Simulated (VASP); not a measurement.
# MnH4 in VASP: notebook, part 2 of 2

VASP 6.6.1.

## (3) Single point, PBE, collinear spin, ferromagnetic start

This run uses another cell than the first one, of 54.97 Å³/atom, 1.027 times its volume.

Contents of INCAR:

```
SYSTEM = MnH4
  PREC = Accurate
  ENCUT = 520
  EDIFF = 1E-6
  ISMEAR = 0
  SIGMA = 0.1
  LREAL = .False.
  LASPH = .True.
  NELM = 150
  ALGO = Normal
  ISIF = 2
  LWAVE = .False.
  LCHARG = .False.
  ISPIN = 2
  MAGMOM = 2.47 0 0 0 0
  LORBIT = 11
  LMAXMIX = 4
  LDIPOL = .True.
  IDIPOL = 3
  DIPOL = 0.5 0.5 0.294
  GGA = PE
  NBANDS = 20
```

Contents of KPOINTS:

```
Automatic mesh
0
Gamma
  6 6 1
  0 0 0
```

Contents of POSCAR:

```
MnH4
1.0
    3.3982957326      0.0000000000      0.0000000000
    0.0000000000      3.3982957326      0.0000000000
    0.0000000000      0.0000000000     23.8000000000
Mn H
1 4
Direct
    0.0000000000      0.0000000000      0.2941176471
    0.8411054139      0.5000000000      0.2941176471
    0.1588945861      0.5000000000      0.2941176471
    0.5000000000      0.1588945861      0.2941176471
    0.5000000000      0.8411054139      0.2941176471
```

Potentials or basis: VASP PAW PBE potentials, release 64 (Mn_pv, H).

Run with:

```console
$ cat potpaw_PBE.64/Mn_pv/POTCAR potpaw_PBE.64/H/POTCAR > POTCAR
$ mpirun -np 1 vasp_std > vasp.out
```

OUTCAR:

```text
SYSTEM = MnH4
   PREC = Accurate
   ENCUT = 520
   EDIFF = 1E-6
   ISMEAR = 0
   LREAL = .False.
   LASPH = .True.
   NELM = 150
   ISIF = 2
   ISPIN = 2
   LORBIT = 11
   GGA = PE

 ion  position               nearest neighbor table
   1  0.000  0.000  0.294-   2 1.78   3 1.78   4 1.78   5 1.78   2 1.78   3 1.78   4 1.78   5 1.78

   2  0.841  0.500  0.294-   1 1.78   1 1.78
   3  0.159  0.500  0.294-   1 1.78   1 1.78
   4  0.500  0.159  0.294-   1 1.78   1 1.78
   5  0.500  0.841  0.294-   1 1.78   1 1.78

  LATTYP: Found a simple tetragonal cell.
 ALAT       =     3.3982957326
 C/A-ratio  =     7.0035105455

  Lattice vectors:

 A1 = (   3.3982957326,   0.0000000000,   0.0000000000)
[... 685 lines left out ...]
      0.00000      0.00000      7.00000        -0.000000      0.000000      0.000000
      2.85832      1.69915      7.00000         0.133187      0.000000     -0.000000
      0.53997      1.69915      7.00000        -0.133187      0.000000     -0.000000
      1.69915      0.53997      7.00000        -0.000000     -0.133187      0.000000
      1.69915      2.85832      7.00000        -0.000000      0.133187     -0.000000
 -----------------------------------------------------------------------------------
    total drift:                               -0.000000     -0.000000      0.000279

  FREE ENERGIE OF THE ION-ELECTRON SYSTEM (eV)
  ---------------------------------------------------
  free  energy   TOTEN  =       -18.9882202873 eV

  energy  without entropy=      -18.9818146035  energy(sigma->0) =      -18.98501745

 vacuum level on the upper side and lower side of the slab         0.972         0.972

 total charge

# of ion       s       p       d       tot
------------------------------------------
    1        0.237   6.202   5.373  11.812
    2        0.504   0.030   0.000   0.534
    3        0.504   0.030   0.000   0.534
    4        0.504   0.030   0.000   0.534
    5        0.504   0.030   0.000   0.534
--------------------------------------------------
tot          2.255   6.321   5.373  13.949

 magnetization (x)

# of ion       s       p       d       tot
------------------------------------------
    1        0.055   0.014   2.508   2.578
    2       -0.015   0.002   0.000  -0.014
    3       -0.015   0.002   0.000  -0.014
    4       -0.015   0.002   0.000  -0.014
    5       -0.015   0.002   0.000  -0.014
--------------------------------------------------
tot         -0.005   0.021   2.508   2.523
```

stdout:

```text
POSCAR found type information on POSCAR MnH
 POSCAR found :  2 types and       5 ions
 scaLAPACK will be used
 LDA part: xc-table for (Slater+PW92), standard interpolation
 POSCAR, INCAR and KPOINTS ok, starting setup
 FFT: planning ... GRIDC
 FFT: planning ... GRID_SOFT
 FFT: planning ... GRID
 WAVECAR not read
 entering main loop
```

It took 2.5 min on 1 thread of Intel Xeon Platinum 8488C (Sapphire Rapids), shared host; peak memory 0.5 GiB.

Results:

```
Free energy                                           : -18.9882 eV
Largest force                                         : 0.133 eV/Å
Net moment                                            : 2.59 μB per cell
Site moments                                          : Mn +2.58; H -0.01 μB
Valence electrons inside the program's atomic spheres : Mn 11.81; H 0.53
```

Forces in eV/Å, atoms in the order of the input:
```
Mn   0.000  0.000  0.000
H    0.133  0.000  0.000
H   -0.133  0.000  0.000
H    0.000 -0.133  0.000
H    0.000  0.133  0.000
```

Levels at points of the mesh, in eV from the Fermi level:
Spin up:
```csv
k point,band 6,band 7,band 8,band 9,band 10,band 11,band 12,band 13,band 14,band 15
"(0.00, 0.00, 0.00)",-2.17,-1.85,-1.61,-1.61,-0.28,1.59,1.59,2.74,2.92,3.48
"(0.50, 0.00, 0.00)",-3.25,-2.38,-2.13,-1.56,-1.52,2.55,2.80,4.69,5.52,5.75
"(0.50, 0.50, 0.00)",-6.42,-2.17,-2.16,-2.16,-2.02,1.16,1.78,5.55,7.25,7.52
```
Spin down:
```csv
k point,band 3,band 4,band 5,band 6,band 7,band 8,band 9,band 10,band 11,band 12
"(0.00, 0.00, 0.00)",-46.15,-12.31,-7.05,-0.29,-0.03,0.29,0.56,0.56,1.59,1.59
"(0.50, 0.00, 0.00)",-46.14,-9.61,-9.53,-2.22,-0.67,0.65,0.74,0.98,2.63,3.10
"(0.50, 0.50, 0.00)",-46.14,-8.03,-8.03,-6.15,-0.26,-0.26,0.66,1.03,2.23,3.01
```
